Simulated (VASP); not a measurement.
A run of VASP 6.6.1 is set up as follows.

File POSCAR:

```
Ag
1.0
    2.9487871389      0.0000000000      0.0000000000
   -1.4743935694      2.5537245726      0.0000000000
    0.0000000000      0.0000000000      9.3249896815
Ag
4
Direct
    0.3333333333      0.6666666667      0.2500000000
    0.6666666667      0.3333333333      0.7500000000
    0.0000000000      0.0000000000      0.0000000000
    0.0000000000      0.0000000000      0.5000000000
```

The input INCAR.step1:

```
  PREC = Accurate
  ENCUT = 520
  ISMEAR = 0
  SIGMA = 0.15
  LREAL = F
  LASPH = T
  NELM = 60
  NBANDS = 30
  GGA = PE
  ALGO = Normal
  EDIFF = 1E-4
  LWAVE = T
  LCHARG = F
```

File INCAR.step2:

```
  PREC = Accurate
  ENCUT = 520
  EDIFF = 1E-6
  ISMEAR = 0
  SIGMA = 0.15
  LREAL = F
  LASPH = T
  NELM = 60
  ALGO = Normal
  ISIF = 2
  LWAVE = F
  LCHARG = F
  METAGGA = R2SCAN
  LMIXTAU = T
  NBANDS = 30
  ISTART = 1
```

Contents of KPOINTS:

```
regular mesh
0
Gamma
  18 18 6
```

Potentials or basis: VASP PAW PBE potentials, release 64 (Ag).

The run is started by

```console
$ cat potpaw_PBE.64/Ag/POTCAR > POTCAR
$ cp INCAR.step1 INCAR
$ mpirun -np 1 vasp_std > vasp.out
$ cp INCAR.step2 INCAR
$ mpirun -np 1 vasp_std > vasp.out
```

Q: What does it give for the band gap on the k mesh?

A: Zero (band 22 reaches 11.36 eV, above the bottom of band 23 at 4.73 eV).

Q: What does it give for the pressure?

A: -1.2 GPa.

Stress tensor (GPa, compression positive):
```
-2.13  0.00  0.00
 0.00 -2.13  0.00
 0.00  0.00  0.74
```

Caveat: the cell differs from its parent crystal (strain +0.015 along x and y, -0.015 along z); the PAW data sets were made with another functional, which shifts forces and pressure a little.
